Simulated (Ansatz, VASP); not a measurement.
Given: the input of a run of VASP 6.6.1 on Ta.

Contents of POSCAR:

```
Ta
1.0
   -1.6175709496      1.6175709496      1.6175709496
    1.6175709496     -1.6175709496      1.6175709496
    1.6175709496      1.6175709496     -1.6175709496
Ta
1
Direct
    0.0000000000      0.0000000000      0.0000000000
```

The input INCAR.step1:

```
PREC = Accurate
ENCUT = 520
ISMEAR = -1
SIGMA = 0.05
LREAL = False
LASPH = True
NELM = 60
NBANDS = 12
GGA = PE
ALGO = Normal
EDIFF = 1E-4
LWAVE = True
LCHARG = False
```

Contents of INCAR.step2:

```
PREC = Accurate
ENCUT = 520
EDIFF = 1E-6
ISMEAR = -1
SIGMA = 0.05
LREAL = False
LASPH = True
NELM = 60
ALGO = Normal
ISIF = 2
LWAVE = False
LCHARG = False
METAGGA = R2SCAN
LMIXTAU = True
NBANDS = 12
ISTART = 1
```

KPOINTS

```
Automatic mesh
0
Gamma
  11 11 11
```

Potentials or basis: VASP PAW PBE potentials, release 64 (Ta_pv).

The run is started by

```bash
$ cat potpaw_PBE.64/Ta_pv/POTCAR > POTCAR
$ cp INCAR.step1 INCAR
$ mpirun -np 1 vasp_std > vasp.out
$ cp INCAR.step2 INCAR
$ mpirun -np 1 vasp_std > vasp.out
```

Q: Set up the same calculation for Ansatz 0.2.0. Potentials there: Ansatz PAW.

A: As run (the cutoff follows the program's own potentials):

input.yaml

```yaml
crystal:
  lattice:
    - [-1.6175709496, 1.6175709496, 1.6175709496]
    - [1.6175709496, -1.6175709496, 1.6175709496]
    - [1.6175709496, 1.6175709496, -1.6175709496]
  atoms:
    - { symbol: Ta, position: [0.0, 0.0, 0.0] }
hamiltonian:
  xc: r2scan
  pseudopotentials: { kind: paw }
kpoints:
  mp_grid: { grid: [11, 11, 11] }
scf:
  occupations: { method: fermi_dirac, width: 0.05 }
output:
  forces: true
  stress: true
  eigenvalues: true
```

Potentials or basis: Ansatz PAW.

Run with:

```bash
$ ansatz run input.yaml --threads 1 --pin off --max-ram 3584MiB --backend cpu --events-out ev --progress --plain --runs-dir out
```

Both were run:

|  | VASP | Ansatz | Ansatz less VASP |
| --- | --- | --- | --- |
| gap on the k mesh at the Fermi level (eV) | none | none | - |
| pressure (GPa) | 14.9 | 14.0 | -0.87 |

VASP's potentials were made for PBE, not for r2SCAN. A gap of «none» marks a metal or a gap that the smearing closes. VASP's potentials hold 11 valence electrons a cell and Ansatz's 13, so a difference there can come from the potentials and not from the codes.

Spin-orbit coupling is off throughout.
